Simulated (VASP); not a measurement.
Here is a VASP 6.6.1 calculation.

POSCAR

```
Ir
1.0
    2.7279264828      0.0000000000      0.0000000000
   -1.3639632414      2.3624536338      0.0000000000
    0.0000000000      0.0000000000      8.8348723232
Ir
4
Direct
    0.0000000000      0.0000000000      0.0000000000
    0.0000000000      0.0000000000      0.5000000000
    0.3333333333      0.6666666667      0.7500000000
    0.6666666667      0.3333333333      0.2500000000
```

INCAR.step1

```
ALGO = Normal
EDIFF = 1E-4
ENCUT = 520
GGA = PE
ISMEAR = 0
LASPH = True
LCHARG = False
LREAL = False
LWAVE = True
NBANDS = 26
NELM = 100
PREC = Accurate
SIGMA = 0.1
```

Contents of INCAR.step2:

```
ALGO = Normal
EDIFF = 1E-6
ENCUT = 520
ISIF = 2
ISMEAR = 0
ISTART = 1
LASPH = True
LCHARG = False
LMIXTAU = True
LREAL = False
LWAVE = False
METAGGA = R2SCAN
NBANDS = 26
NELM = 100
PREC = Accurate
SIGMA = 0.1
```

KPOINTS

```
k-points
0
Gamma
  9 9 2
```

Potentials or basis: VASP PAW PBE potentials, release 64 (Ir).

Command:

```sh
$ cat potpaw_PBE.64/Ir/POTCAR > POTCAR
$ cp INCAR.step1 INCAR
$ mpirun -np 1 vasp_std > vasp.out
$ cp INCAR.step2 INCAR
$ mpirun -np 1 vasp_std > vasp.out
```

(1) What does it give for the band gap on the k mesh?

(2) Estimate the pressure.

Results:

(1) zero (band 18 reaches 11.01 eV, above the bottom of band 19 at 8.49 eV).

(2) 2.4 GPa.

Caveat: the PAW data sets were made with another functional, which shifts forces and pressure a little; spin-orbit coupling is left out, which moves the levels of the heavy elements.
